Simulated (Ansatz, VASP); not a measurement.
## N: VASP beside Ansatz

INCAR

```
SYSTEM = N
PREC = Accurate
ENCUT = 520
EDIFF = 1E-8
ISMEAR = -1
SIGMA = 0.08
LREAL = .FALSE.
LASPH = .TRUE.
NELM = 60
ALGO = Normal
ISIF = 2
LWAVE = .FALSE.
LCHARG = .FALSE.
GGA = PE
LEFG = .TRUE.
NBANDS = 12
```

File KPOINTS:

```
regular mesh
0
G
  4 4 4
  0 0 0
```

File POSCAR:

```
N
1.0
    0.0000000000      2.0920680405      2.0920680405
    2.0920680405      0.0000000000      2.0920680405
    2.0920680405      2.0920680405      0.0000000000
N
2
Direct
    0.0000000000      0.0000000000      0.0000000000
    0.2500000000      0.2500000000      0.2500000000
```

Input for Ansatz:

```yaml
crystal:
  lattice:
    - [0.0, 2.0920680405, 2.0920680405]
    - [2.0920680405, 0.0, 2.0920680405]
    - [2.0920680405, 2.0920680405, 0.0]
  atoms:
    - { symbol: "N", position: [0.0, 0.0, 0.0] }
    - { symbol: "N", position: [0.25, 0.25, 0.25] }
kpoints:
  mp_grid: { grid: [4, 4, 4] }
scf:
  occupations: { method: fermi_dirac, width: 0.08 }
hamiltonian:
  xc: pbe
  pseudopotentials: { kind: paw }
output:
  forces: true
  stress: true
  eigenvalues: true
  efg: { contact_densities: true }
```

Alike in both runs: task electric field gradients; functional PBE; k mesh 4 × 4 × 4; occupations fermi-dirac, width 0.08 eV; no spin polarisation.

|  | VASP | Ansatz |
| --- | --- | --- |
| version | VASP 6.6.1 | Ansatz 0.2.0 |
| potentials or method | VASP PAW PBE potentials, release 64 (N) | PAW with Ansatz's default frozen-core files, scalar-relativistic |
| plane-wave cutoff (eV) | 520 | 420 |
| valence electrons in the cell | 10 | 10 |

|  | VASP | Ansatz | Ansatz less VASP |
| --- | --- | --- | --- |
| pressure (GPa) | -3.8 | -4.0 | -0.14 |

The functional is the same, so the differences come from potentials, cutoffs and numerics.

The k mesh is coarse, so the values compare programs but aren't converged.
